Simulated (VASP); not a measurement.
# W (Fm-3m) in VASP: notebook

Runs on W. Level: PBEsol. Tasks: single point, relaxation of cell and atoms.

Program: VASP 6.6.1. These are calculated values, not measurements. Logs are shortened: lines on timing, memory, paths and dates and some standing lists are left out, and cuts for length are marked.

## 1. The cell of the first run

Symmetry: Fm-3m, No. 225, cubic system. The conventional cell has a = 3.998 Å, b = 3.998 Å, c = 3.998 Å, α = 90.00°, β = 90.00°, γ = 90.00°. W (site symmetry m-3m) has 12 W at 2.83 Å within 3.7 Å.

## 2. Single point, PBEsol

Input file INCAR:

```
ALGO = Normal ; EDIFF = 1E-6
ENCUT = 520 ; GGA = PS
ISIF = 2 ; ISMEAR = 0
LASPH = True ; LCHARG = False
LREAL = False ; LWAVE = False
NBANDS = 13 ; NELM = 80
PREC = Accurate ; SIGMA = 0.1
```

Input file KPOINTS:

```
k-points
0
Gamma
  18 18 18
```

Input file POSCAR:

```
W
1.0
    0.0000000000      1.9990011021      1.9990011021
    1.9990011021      0.0000000000      1.9990011021
    1.9990011021      1.9990011021      0.0000000000
W
1
Direct
    0.0000000000      0.0000000000      0.0000000000
```

Potentials or basis: VASP PAW PBE potentials, release 64 (W_sv).

Started as:

```console
$ cat potpaw_PBE.64/W_sv/POTCAR > POTCAR
$ mpirun -np 1 vasp_std > vasp.out
```

OUTCAR:

```text
EDIFF = 1E-6
   ENCUT = 520
   GGA = PS
   ISIF = 2
   ISMEAR = 0
   LASPH = True
   LREAL = False
   NELM = 80
   PREC = Accurate

 ion  position               nearest neighbor table
   1  0.000  0.000  0.000-

  LATTYP: Found a face centered cubic cell.
 ALAT       =     3.9980022042

  Lattice vectors:

 A1 = (   0.0000000000,   1.9990011021,   1.9990011021)
 A2 = (   1.9990011021,   0.0000000000,   1.9990011021)
 A3 = (   1.9990011021,   1.9990011021,   0.0000000000)

Analysis of symmetry for initial positions (statically):
=====================================================================
 Subroutine PRICEL returns:
 Original cell was already a primitive cell.

 Routine SETGRP: Setting up the symmetry group for a
 face centered cubic supercell.

 Subroutine GETGRP returns: Found 48 space group operations
 (whereof 48 operations were pure point group operations)
 out of a pool of 48 trial point group operations.

The static configuration has the point symmetry O_h .

Analysis of symmetry for dynamics (positions and initial velocities):
=====================================================================
 Subroutine PRICEL returns:
 Original cell was already a primitive cell.

 Routine SETGRP: Setting up the symmetry group for a
 face centered cubic supercell.

 Subroutine GETGRP returns: Found 48 space group operations
 (whereof 48 operations were pure point group operations)
 out of a pool of 48 trial point group operations.

The dynamic configuration has the point symmetry O_h .

 Subroutine INISYM returns: Found 48 space group operations
 (whereof 48 operations are pure point group operations),
 and found     1 'primitive' translations

----------------------------------------------------------------------------------------

                                     Primitive cell

  volume of cell :      15.9760

  direct lattice vectors                    reciprocal lattice vectors
     0.000000000  1.999001102  1.999001102    -0.250124925  0.250124925  0.250124925
     1.999001102  0.000000000  1.999001102     0.250124925 -0.250124925  0.250124925
     1.999001102  1.999001102  0.000000000     0.250124925  0.250124925 -0.250124925

  length of vectors
     2.827014470  2.827014470  2.827014470     0.433229078  0.433229078  0.433229078

  position of ions in fractional coordinates (direct lattice)
     0.000000000  0.000000000  0.000000000

  ion indices of the primitive-cell ions
   primitive index   ion index
                 1           1

----------------------------------------------------------------------------------------

 KPOINTS: k-points

Automatic generation of k-mesh.
 Grid dimensions read from file:
 generate k-points for:   18   18   18

 Generating k-lattice:

  Cartesian coordinates                     Fractional coordinates (reciprocal lattice)
    -0.013895829  0.013895829  0.013895829     0.055555556  0.000000000  0.000000000
     0.013895829 -0.013895829  0.013895829     0.000000000  0.055555556  0.000000000
     0.013895829  0.013895829 -0.013895829     0.000000000  0.000000000  0.055555556

  Length of vectors
     0.024068282  0.024068282  0.024068282

  Shift w.r.t. Gamma in fractional coordinates (k-lattice)
     0.000000000  0.000000000  0.000000000

 Subroutine IBZKPT returns following result:
 ===========================================

 Found    195 irreducible k-points:

 Following reciprocal coordinates:
            Coordinates               Weight
  0.000000  0.000000  0.000000      1.000000
  0.055556  0.000000  0.000000      8.000000
  0.111111  0.000000  0.000000      8.000000
  0.166667  0.000000  0.000000      8.000000
  0.222222  0.000000  0.000000      8.000000
  0.277778  0.000000  0.000000      8.000000
[... 16 lines left out ...]
 -0.277778  0.055556  0.000000     24.000000
 -0.222222  0.055556  0.000000     24.000000
 [... further k-points ...]
   k-points           NKPTS =    195   k-points in BZ     NKDIM =    195   number of bands    NBANDS=     13
   number of dos      NEDOS =    301   number of ions     NIONS =      1
   total plane-waves  NPLWV =  13824
   dimension x,y,z NGX =    24 NGY =   24 NGZ =   24
   dimension x,y,z NGXF=    48 NGYF=   48 NGZF=   48
   ions per type =               1
   NGX,Y,Z   is equivalent  to a cutoff of  14.11, 14.11, 14.11 a.u.
   NGXF,Y,Z  is equivalent  to a cutoff of  28.23, 28.23, 28.23 a.u.
 SYSTEM =  unknown system
   PREC   = accura    normal or accurate (medium, high low for compatibility)
   ISTART =      0    job   : 0-new  1-cont  2-samecut
   ICHARG =      2    charge: 1-file 2-atom 10-const
   ISPIN  =      1    spin polarized calculation?
   LNONCOLLINEAR =      F non collinear calculations
   LSORBIT =      F    spin-orbit coupling
   LASPH  =      T    aspherical Exc in radial PAW
   ENCUT  =  520.0 eV  38.22 Ry    6.18 a.u.   5.26  5.26  5.26*2*pi/ulx,y,z
   NELM   =     80;   NELMIN=  2; NELMDL= -5     # of ELM steps
   EDIFF  = 0.1E-05   stopping-criterion for ELM
   LREAL  =      F    real-space projection
   EDIFFG = 0.1E-04   stopping-criterion for IOM
   NSW    =      0    number of steps for IOM
   IBRION =     -1    ionic relax: 0-MD 1-quasi-New 2-CG
   NFREE  =      0    steps in history (QN), initial steepest desc. (CG)
   ISIF   =      2    stress and relaxation
   ISYM   =      2    0-nonsym 1-usesym 2-fastsym
   POTIM  = 0.5000    time-step for ionic-motion
   TEBEG  =    0.0;   TEEND  =   0.0 temperature during run
   PSTRESS=    0.0 pullay stress
   NELECT =      14.0000    total number of electrons
   NUPDOWN=      -1.0000    fix difference up-down
   EMIN   =  10.00;   EMAX   =-10.00  energy-range for DOS
   EFERMI =   0.00;   METHOD = LEGACY
   ISMEAR =     0;   SIGMA  =   0.10  broadening in eV -4-tet -1-fermi 0-gaus
   EFERMI_NEDOS =   21; number of points for ismear=-14 and -15
   IALGO  =     38    algorithm
   IMIX   =      4    mixing-type and parameters
     AMIX     =   0.40;   BMIX     =  1.00
     AMIX_MAG =   1.60;   BMIX_MAG =  1.00
  volume/ion in A,a.u.               =      15.98       107.81
  Fermi-wavevector in a.u.,A,eV,Ry     =   1.566611  2.960465 33.392367  2.454270
  Thomas-Fermi vector in A             =   2.668913
   LORBIT       =      0    0 simple, 1 ext, 2 COOP (PROOUT), +10 PAW based schemes
   GGA     = PS    functional components
   LHFCALC =     F    Hartree Fock is set to
   AEXX    =    0.0000 exact exchange contribution
   IVDW    =     0    specifies the selected vdW correction
   LEPSILON=     F    determine dielectric tensor
   LRPA    =     F    only Hartree local field effects (RPA)
 non-spin polarized calculation
 Gauss-broadening in eV      SIGMA  =   0.10
  energy-cutoff  :      520.00
  volume of cell :       15.98
 maximum number of plane-waves:       444
 NGX is ok and might be reduce to    24
   NGX = 11   NGY = 11   NGZ = 11

 number of electron      14.0000000 magnetization

 Free energy of the ion-electron system (eV)
  ---------------------------------------------------
  ext. energy  EPLUGINS =         0.00000000
  ---------------------------------------------------
  free energy    TOTEN  =       -13.31318542 eV

  energy without entropy =      -13.30668806  energy(sigma->0) =      -13.30993674

 E-fermi :  10.6756     XC(G=0): -13.7070

 val. band max:       10.6704897465   @ k =   0.3889   0.1111   0.0000
 cond. band min:      10.6777027984   @ k =  -0.4444   0.3333   0.0000
 fundamental gap:      0.0072130519
 Fermi energy:        10.6755914274

 k-point     1 :       0.0000    0.0000    0.0000
  band No.  band energies     occupation
      1     -62.8903      2.00000
      2     -26.4805      2.00000
      3     -26.4805      2.00000
      4     -26.4805      2.00000
      5       1.5438      2.00000
      6      10.0937      2.00000
      7      10.0937      2.00000
      8      10.0937      2.00000
      9      13.3326      0.00000
     10      13.3326      0.00000
     11      23.5504      0.00000
     12      28.8651      0.00000
     13      28.8651      0.00000

 k-point     2 :       0.0556    0.0000    0.0000
  band No.  band energies     occupation
      1     -62.8867      2.00000
      2     -26.5215      2.00000
      3     -26.4857      2.00000
      4     -26.4857      2.00000
      5       1.6847      2.00000
      6       9.9830      2.00000
      7      10.1601      2.00000
      8      10.1601      2.00000
      9      13.2695      0.00000
     10      13.2695      0.00000
     11      23.8356      0.00000
     12      28.2422      0.00000
     13      29.1303      0.00000

 k-point     3 :       0.1111    0.0000    0.0000
  band No.  band energies     occupation
      1     -62.8764      2.00000
      2     -26.6382      2.00000
      3     -26.5005      2.00000
      4     -26.5005      2.00000
      5       2.0915      2.00000
      6       9.6987      2.00000
      7      10.3334      2.00000
      8      10.3334      2.00000
      9      13.1273      0.00000
     10      13.1273      0.00000
     11      24.5985      0.00000
     12      27.0769      0.00000
     13      29.8987      0.00000
[... 305 lines left out ...]
 k-point    23 :      -0.2778    0.0556    0.0000
  band No.  band energies     occupation
      1     -62.8109      2.00000
      2     -27.3107      2.00000
      3     -26.6334      2.00000
      4     -26.5769      2.00000
      5       4.4624      2.00000
      6       9.1145      2.00000
      7      10.3084      2.00000
      8      10.4809      1.99411
      9      13.4146      0.00000
     10      14.5388      0.00000
     11      23.3551      0.00000
     12      27.6246      0.00000
     13      32.4757      0.00000

 k-point    24 :      -0.2222    0.0556    0.0000
  band No.  band energies     occupation
      1     -62.8314      2.00000
      2     -27.1016      2.00000
      3     -26.6032      2.00000
      4     -26.5470      2.00000
      5       3.8145      2.00000
      6       8.9788      2.00000
      7      10.5146      1.97720
      8      10.6672      1.09401
      9      12.8228      0.00000
     10      13.8988      0.00000
     11      24.2405      0.00000
     12      27.8245      0.00000
     13      32.0865      0.00000

 [... further k-points ...]

------------------------ aborting loop because EDIFF is reached ----------------------------------------

  FORCE on cell =-STRESS in cart. coord.  units (eV):
  Direction    XX          YY          ZZ          XY          YZ          ZX
  --------------------------------------------------------------------------------------
  -------------------------------------------------------------------------------------
  Total        0.0667325      0.0667325      0.0667325      0.0000000     -0.0000000      0.0000000
  in kB        6.6923489      6.6923489      6.6923489      0.0000000     -0.0000000      0.0000000
  external PRESSURE =       6.6923489 kB  Pullay stress =       0.0000000 kB

 VOLUME and BASIS-vectors are now :
 -----------------------------------------------------------------------------
  energy-cutoff  :      520.00
  volume of cell :       15.98
      direct lattice vectors                 reciprocal lattice vectors
     0.000000000  1.999001102  1.999001102    -0.250124925  0.250124925  0.250124925
     1.999001102  0.000000000  1.999001102     0.250124925 -0.250124925  0.250124925
     1.999001102  1.999001102  0.000000000     0.250124925  0.250124925 -0.250124925

 POSITION                                       TOTAL-FORCE (eV/Angst)
 -----------------------------------------------------------------------------------
      0.00000      0.00000      0.00000        -0.000000      0.000000      0.000000
 -----------------------------------------------------------------------------------
    total drift:                               -0.000000     -0.000000     -0.000000

  FREE ENERGIE OF THE ION-ELECTRON SYSTEM (eV)
  ---------------------------------------------------
  free  energy   TOTEN  =       -13.3131854243 eV

  energy  without entropy=      -13.3066880564  energy(sigma->0) =      -13.30993674
```

Wall time 68 s (1 thread of AMD EPYC 7R43 (Zen 3), shared host); peak memory 0.13 GiB.

Results:

```
Free energy            : -13.3132 eV
Pressure               : 0.7 GPa
Band gap on the k mesh : zero (band 7 reaches 13.91 eV, above the bottom of band 8 at 10.09 eV)
```

Caveat: the PAW data sets were made with another functional, which shifts forces and pressure a little; spin-orbit coupling is left out, which moves the levels of the heavy elements.

[end of part 1 of 2]
